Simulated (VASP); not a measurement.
# SrTiO3 (P1) in VASP: single point with PBE

Aim: the single point of SrTiO3 with PBE.

Everything below comes from runs of VASP 6.6.1. Logs are shortened: lines on timing, memory, paths and dates and some standing lists are left out, and cuts for length are marked.

## 1. The cell of the first run

The typed cell holds 20 atoms: a = 3.907 Å, b = 7.814 Å, c = 7.814 Å, α = 90.00°, β = 90.00°, γ = 90.00°.

## 2. Single point, PBE

INCAR reads:

```
SYSTEM = SrTiO3
PREC     = Accurate       ! precision mode
ENCUT    = 520            ! plane-wave cutoff, eV
EDIFF    = 1E-7           ! SCF threshold, eV
ISMEAR   = -1             ! smearing method
SIGMA    = 0.02           ! smearing width, eV
LREAL    = Auto         
LASPH    = .True.         ! aspherical terms in the spheres
NELM     = 60             ! most SCF steps
ALGO     = Normal         ! electronic algorithm
ISIF     = 2              ! what is computed and relaxed
LWAVE    = .False.        ! write WAVECAR
LCHARG   = .False.        ! write CHGCAR
GGA      = PE             ! functional
NBANDS   = 96             ! bands
```

KPOINTS reads:

```
regular mesh
0
Gamma
  4 2 2
  0 0 0
```

POSCAR reads:

```
SrTiO3
1.0
    3.9068515030      0.0000000000      0.0000000000
    0.0000000000      7.8137030060      0.0000000000
    0.0000000000      0.0000000000      7.8137030060
Sr Ti O
4 4 12
Direct
   -0.0092583504      0.0019545150      0.0050223306
    0.0283450753      0.0008319999      0.4946394811
    0.0053836190      0.4975214693     -0.0015548326
    0.0222375997      0.4913708644      0.4989780130
    0.4954803116      0.2529789011      0.2551594293
    0.4809397026      0.2520986526      0.7584886443
    0.4933775954      0.7511112203      0.2347283994
    0.4870845484      0.7528708214      0.7419945441
    0.5128021883     -0.0012741718      0.2601812481
    0.5024787859      0.2509785691      0.0086176810
    0.0053250040      0.2425387807      0.2639510356
    0.5240862107      0.0088017167      0.7672439041
    0.4887815671      0.2421794121      0.5089799288
   -0.0040034795      0.2620148217      0.7560108178
    0.4924625363      0.4972363292      0.2584332932
    0.4994592189      0.7457942790      0.0011301940
    0.0169901518      0.7427839266      0.2431487348
    0.5135186220      0.5078662443      0.7449865954
    0.5267359147      0.7642636270      0.5082700222
    0.0252085343      0.7481015078      0.7460790352
```

Potentials or basis: VASP PAW PBE potentials, release 64 (Sr_sv, Ti_sv, O).

The run is started by

```sh
$ cat potpaw_PBE.64/Sr_sv/POTCAR potpaw_PBE.64/Ti_sv/POTCAR potpaw_PBE.64/O/POTCAR > POTCAR
$ mpirun -np 1 vasp_std > vasp.out
```

OUTCAR:

```text
SYSTEM = SrTiO3
   PREC = Accurate
   ENCUT = 520
   EDIFF = 1E-7
   ISMEAR = -1
   LREAL = Auto
   LASPH = .True.
   NELM = 60
   ISIF = 2
   GGA = PE

 ion  position               nearest neighbor table
   1  0.991  0.002  0.005-  12 2.60  10 2.73   9 2.73  17 2.75  11 2.76  16 2.77  10 2.79  12 2.79
                            14 2.81  16 2.82  20 2.84   9 2.85   7 3.29   7 3.30   6 3.35   5 3.38
   2  0.028  0.001  0.495-  13 2.61  11 2.61   9 2.63  19 2.69  19 2.70   9 2.72  20 2.79  17 2.82
                            13 2.83  12 2.88  14 2.89  12 2.90   8 3.27   5 3.27   6 3.35   7 3.35
   3  0.005  0.498  0.998-  14 2.64  17 2.71  10 2.74  16 2.74  10 2.75  18 2.76  16 2.77  20 2.78
                            15 2.78  18 2.81  15 2.85  11 2.88   6 3.26   7 3.31   7 3.37   5 3.37
   4  0.022  0.491  0.499-  15 2.63  13 2.67  11 2.68  14 2.69  18 2.72  18 2.77  20 2.78  15 2.80
                            17 2.80  13 2.85  19 2.88  19 2.90   5 3.24   6 3.29   8 3.33   5 3.37
   5  0.495  0.253  0.255-  15 1.91  11 1.92  10 1.93  13 1.99   9 1.99  11 1.99   4 3.24   2 3.27
                             4 3.37   3 3.37   1 3.38   1 3.40   3 3.41   2 3.42
   6  0.481  0.252  0.758-  14 1.90  12 1.91  13 1.95  10 1.96  18 2.01  14 2.01   3 3.26   4 3.29
                             1 3.35   2 3.35   3 3.38   1 3.39   4 3.48   2 3.56
   7  0.493  0.751  0.235-  16 1.83  17 1.86   9 1.95  15 1.99  17 2.05  19 2.14   1 3.29   1 3.30
                             3 3.31   2 3.35   3 3.37   4 3.43   2 3.51   4 3.56
   8  0.487  0.753  0.742-  20 1.81  19 1.83  18 1.92  12 2.01  16 2.03  20 2.10   2 3.27   4 3.33
                             3 3.40   1 3.43   1 3.45   2 3.46   3 3.48   4 3.49
   9  0.513  0.999  0.260-   7 1.95   5 1.99   2 2.63   2 2.72   1 2.73   1 2.85
  10  0.502  0.251  0.009-   5 1.93   6 1.96   1 2.73   3 2.74   3 2.75   1 2.79
  11  0.005  0.243  0.264-   5 1.92   5 1.99   2 2.61   4 2.68   1 2.76   3 2.88
  12  0.524  0.009  0.767-   6 1.91   8 2.01   1 2.60   1 2.79   2 2.88   2 2.90
  13  0.489  0.242  0.509-   6 1.95   5 1.99   2 2.61   4 2.67   2 2.83   4 2.85
  14  0.996  0.262  0.756-   6 1.90   6 2.01   3 2.64   4 2.69   1 2.81   2 2.89
  15  0.492  0.497  0.258-   5 1.91   7 1.99   4 2.63   3 2.78   4 2.80   3 2.85
  16  0.499  0.746  0.001-   7 1.83   8 2.03   3 2.74   3 2.77   1 2.77   1 2.82
  17  0.017  0.743  0.243-   7 1.86   7 2.05   3 2.71   1 2.75   4 2.80   2 2.82
  18  0.514  0.508  0.745-   8 1.92   6 2.01   4 2.72   3 2.76   4 2.77   3 2.81
  19  0.527  0.764  0.508-   8 1.83   7 2.14   2 2.69   2 2.70   4 2.88   4 2.90
  20  0.025  0.748  0.746-   8 1.81   8 2.10   3 2.78   4 2.78   2 2.79   1 2.84

  LATTYP: Found a simple tetragonal cell.
 ALAT       =     7.8137030060
 C/A-ratio  =     0.5000000000

  Lattice vectors:

 A1 = (   0.0000000000,   7.8137030060,   0.0000000000)
 A2 = (   0.0000000000,   0.0000000000,   7.8137030060)
 A3 = (   3.9068515030,   0.0000000000,   0.0000000000)

Analysis of symmetry for initial positions (statically):
=====================================================================
 Subroutine PRICEL returns:
 Original cell was already a primitive cell.

 Routine SETGRP: Setting up the symmetry group for a
 simple tetragonal supercell.

 Subroutine GETGRP returns: Found  1 space group operations
 (whereof  1 operations were pure point group operations)
 out of a pool of 16 trial point group operations.

The static configuration has the point symmetry C_1 .

Analysis of symmetry for dynamics (positions and initial velocities):
=====================================================================
 Subroutine PRICEL returns:
 Original cell was already a primitive cell.

 Routine SETGRP: Setting up the symmetry group for a
 simple tetragonal supercell.

 Subroutine GETGRP returns: Found  1 space group operations
 (whereof  1 operations were pure point group operations)
 out of a pool of 16 trial point group operations.

The dynamic configuration has the point symmetry C_1 .

 Subroutine INISYM returns: Found  1 space group operations
 (whereof  1 operations are pure point group operations),
 and found     1 'primitive' translations

----------------------------------------------------------------------------------------

                                     Primitive cell

  volume of cell :     238.5287

  direct lattice vectors                    reciprocal lattice vectors
     3.906851503  0.000000000  0.000000000     0.255960586  0.000000000  0.000000000
     0.000000000  7.813703006  0.000000000     0.000000000  0.127980293  0.000000000
[... 61 lines left out ...]
     0.063990146  0.000000000  0.000000000     0.250000000  0.000000000  0.000000000
     0.000000000  0.063990146  0.000000000     0.000000000  0.500000000  0.000000000
     0.000000000  0.000000000  0.063990146     0.000000000  0.000000000  0.500000000

  Length of vectors
     0.063990146  0.063990146  0.063990146

  Shift w.r.t. Gamma in fractional coordinates (k-lattice)
     0.000000000  0.000000000  0.000000000

 Subroutine IBZKPT returns following result:
 ===========================================

 Found     12 irreducible k-points:

 Following reciprocal coordinates:
            Coordinates               Weight
  0.000000  0.000000  0.000000      1.000000
  0.250000  0.000000  0.000000      2.000000
  0.500000  0.000000  0.000000      1.000000
  0.000000  0.500000  0.000000      1.000000
  0.000000  0.000000  0.500000      1.000000
  0.250000  0.500000  0.000000      2.000000
  0.250000  0.000000  0.500000      2.000000
  0.500000  0.500000  0.000000      1.000000
  0.500000  0.000000  0.500000      1.000000
  0.000000  0.500000  0.500000      1.000000
  0.250000  0.500000  0.500000      2.000000
  0.500000  0.500000  0.500000      1.000000
   k-points           NKPTS =     12   k-points in BZ     NKDIM =     12   number of bands    NBANDS=     96
   number of dos      NEDOS =    301   number of ions     NIONS =     20
   total plane-waves  NPLWV = 108000
   dimension x,y,z NGX =    30 NGY =   60 NGZ =   60
   dimension x,y,z NGXF=    60 NGYF=  120 NGZF=  120
   ions per type =               4   4  12
   NGX,Y,Z   is equivalent  to a cutoff of  12.77, 12.77, 12.77 a.u.
   NGXF,Y,Z  is equivalent  to a cutoff of  25.53, 25.53, 25.53 a.u.
 SYSTEM =  SrTiO3
   PREC   = accura    normal or accurate (medium, high low for compatibility)
   ISTART =      0    job   : 0-new  1-cont  2-samecut
   ICHARG =      2    charge: 1-file 2-atom 10-const
   ISPIN  =      1    spin polarized calculation?
   LNONCOLLINEAR =      F non collinear calculations
   LSORBIT =      F    spin-orbit coupling
   LASPH  =      T    aspherical Exc in radial PAW
   ENCUT  =  520.0 eV  38.22 Ry    6.18 a.u.   7.26 14.53 14.53*2*pi/ulx,y,z
   NELM   =     60;   NELMIN=  2; NELMDL= -5     # of ELM steps
   EDIFF  = 0.1E-06   stopping-criterion for ELM
   LREAL  =      T    real-space projection
   EDIFFG = 0.1E-05   stopping-criterion for IOM
   NSW    =      0    number of steps for IOM
   IBRION =     -1    ionic relax: 0-MD 1-quasi-New 2-CG
   NFREE  =      0    steps in history (QN), initial steepest desc. (CG)
   ISIF   =      2    stress and relaxation
   ISYM   =      2    0-nonsym 1-usesym 2-fastsym
   POTIM  = 0.5000    time-step for ionic-motion
   TEBEG  =    0.0;   TEEND  =   0.0 temperature during run
   PSTRESS=    0.0 pullay stress
   NELECT =     160.0000    total number of electrons
   NUPDOWN=      -1.0000    fix difference up-down
   EMIN   =  10.00;   EMAX   =-10.00  energy-range for DOS
   EFERMI =   0.00;   METHOD = LEGACY
   ISMEAR =    -1;   SIGMA  =   0.02  broadening in eV -4-tet -1-fermi 0-gaus
   EFERMI_NEDOS =   21; number of points for ismear=-14 and -15
   IALGO  =     38    algorithm
   IMIX   =      4    mixing-type and parameters
     AMIX     =   0.40;   BMIX     =  1.00
     AMIX_MAG =   1.60;   BMIX_MAG =  1.00
  volume/ion in A,a.u.               =      11.93        80.48
  Fermi-wavevector in a.u.,A,eV,Ry     =   1.433072  2.708113 27.942211  2.053695
  Thomas-Fermi vector in A             =   2.552630
   LORBIT       =      0    0 simple, 1 ext, 2 COOP (PROOUT), +10 PAW based schemes
   GGA     = PE    functional components
   LHFCALC =     F    Hartree Fock is set to
   AEXX    =    0.0000 exact exchange contribution
   IVDW    =     0    specifies the selected vdW correction
   LEPSILON=     F    determine dielectric tensor
   LRPA    =     F    only Hartree local field effects (RPA)
 non-spin polarized calculation
  energy-cutoff  :      520.00
  volume of cell :      238.53
 maximum number of plane-waves:      6518
 NGX is ok and might be reduce to    30
   NGX = 15   NGY = 29   NGZ = 29

 number of electron     160.0000010 magnetization

 Free energy of the ion-electron system (eV)
  ---------------------------------------------------
  ext. energy  EPLUGINS =         0.00000000
  ---------------------------------------------------
  free energy    TOTEN  =      -159.83869982 eV

  energy without entropy =     -159.83869982  energy(sigma->0) =     -159.83869982

 E-fermi :   4.8513     XC(G=0): -11.2530

 val. band max:        4.2237475530   @ k =   0.5000   0.0000   0.0000
 cond. band min:       6.0596999009   @ k =   0.0000   0.0000   0.0000
 fundamental gap:      1.8359523480
 Fermi energy:         4.8512670791

 k-point     1 :       0.0000    0.0000    0.0000
  band No.  band energies     occupation
      1     -52.4037      2.00000
      2     -52.3170      2.00000
      3     -52.2507      2.00000
      4     -51.9065      2.00000
      5     -28.8103      2.00000
      6     -28.7974      2.00000
[... 1129 lines left out ...]
     91       8.5199      0.00000
     92       8.5735      0.00000
 [bands above 92 left out]

------------------------ aborting loop because EDIFF is reached ----------------------------------------

  FORCE on cell =-STRESS in cart. coord.  units (eV):
  Direction    XX          YY          ZZ          XY          YZ          ZX
  --------------------------------------------------------------------------------------
  -------------------------------------------------------------------------------------
  Total       10.3711916      7.9141834     10.5537131     -0.2226878     -0.0514374     -0.2104706
  in kB       69.6624164     53.1589005     70.8883983     -1.4957754     -0.3455006     -1.4137130
  external PRESSURE =      64.5699051 kB  Pullay stress =       0.0000000 kB

 VOLUME and BASIS-vectors are now :
 -----------------------------------------------------------------------------
  energy-cutoff  :      520.00
  volume of cell :      238.53
      direct lattice vectors                 reciprocal lattice vectors
     3.906851503  0.000000000  0.000000000     0.255960586  0.000000000  0.000000000
     0.000000000  7.813703006  0.000000000     0.000000000  0.127980293  0.000000000
     0.000000000  0.000000000  7.813703006     0.000000000  0.000000000  0.127980293

 POSITION                                       TOTAL-FORCE (eV/Angst)
 -----------------------------------------------------------------------------------
      3.87068      0.01527      0.03924         0.051456      0.049855     -0.288620
      0.11074      0.00650      3.86497        -0.540472     -0.207634      0.309273
      0.02103      3.88749      7.80155        -0.173958      0.222724     -0.165612
      0.08688      3.83943      3.89887        -0.456741      0.479597      0.312596
      1.93577      1.97670      1.99374         0.175796     -0.335465      0.348607
      1.87896      1.96982      5.92660         0.324591     -0.133892     -0.851305
[... 12 lines left out ...]
      2.05788      5.97173      3.97147        -0.100644     -0.195517     -1.091059
      0.09849      5.84544      5.82964        -0.901272      0.381957      0.502504
 -----------------------------------------------------------------------------------
    total drift:                                0.027598      0.013959      0.007693

  FREE ENERGIE OF THE ION-ELECTRON SYSTEM (eV)
  ---------------------------------------------------
  free  energy   TOTEN  =      -159.8386998206 eV

  energy  without entropy=     -159.8386998206  energy(sigma->0) =     -159.83869982
```

Run time: 11 min. Hardware: 1 thread of Intel Xeon Platinum 8488C (Sapphire Rapids), shared host; peak memory 0.4 GiB.

What came out:

| Property | Result |
| --- | --- |
| Free energy | -159.8387 eV |
| Pressure | 6.5 GPa |
| Largest force | 1.330 eV/Å |
| Band gap on the k mesh | 1.84 eV (least direct gap 2.00 eV) |

Forces in eV/Å, atoms in the order of the input:
```
Sr   0.051  0.050 -0.289
Sr  -0.540 -0.208  0.309
Sr  -0.174  0.223 -0.166
Sr  -0.457  0.480  0.313
Ti   0.176 -0.335  0.349
Ti   0.325 -0.134 -0.851
Ti   0.261  0.182  1.291
Ti   0.705 -0.030 -0.401
O   -0.026 -0.332 -0.651
O   -0.073  0.310  0.158
O   -0.217  0.219 -0.375
O   -0.281 -0.361  0.049
O    0.270  0.312 -0.206
O    0.535 -0.078  0.260
O    0.462  0.115  0.080
O    0.517  0.105  0.078
O   -0.551  0.124  0.207
O    0.018 -0.828  0.434
O   -0.101 -0.196 -1.091
O   -0.901  0.382  0.503
```

Levels at points of the mesh, in eV from the valence-band top:
```csv
k point,band 76,band 77,band 78,band 79,band 80,band 81,band 82,band 83,band 84,band 85
"(0.00, 0.00, 0.00)",-0.85,-0.61,-0.52,-0.51,-0.17,1.84,1.90,2.02,2.38,2.42
"(0.50, 0.00, 0.00)",-0.28,-0.23,-0.09,-0.07,0.00,2.16,3.62,3.64,3.72,3.82
"(0.00, 0.50, 0.00)",-0.79,-0.74,-0.70,-0.68,-0.59,1.87,2.34,2.79,2.80,2.84
"(0.00, 0.00, 0.50)",-0.84,-0.82,-0.76,-0.62,-0.57,1.90,2.39,2.75,2.84,2.93
"(0.50, 0.50, 0.00)",-0.72,-0.62,-0.53,-0.21,-0.11,2.85,3.08,3.64,3.75,3.83
"(0.50, 0.00, 0.50)",-0.68,-0.59,-0.54,-0.27,-0.01,2.91,3.14,3.62,3.73,3.91
"(0.00, 0.50, 0.50)",-1.02,-0.85,-0.82,-0.71,-0.65,2.72,2.75,2.80,2.87,2.96
"(0.50, 0.50, 0.50)",-0.84,-0.69,-0.63,-0.55,-0.43,3.27,3.39,3.42,3.76,3.78
```

Caveat: the cell stands under pressure; the atoms stand as in a frame of molecular dynamics; forces of over 1 eV/Å act on the atoms, so gaps and moduli don't describe the material at rest. A k mesh can miss the band edges.
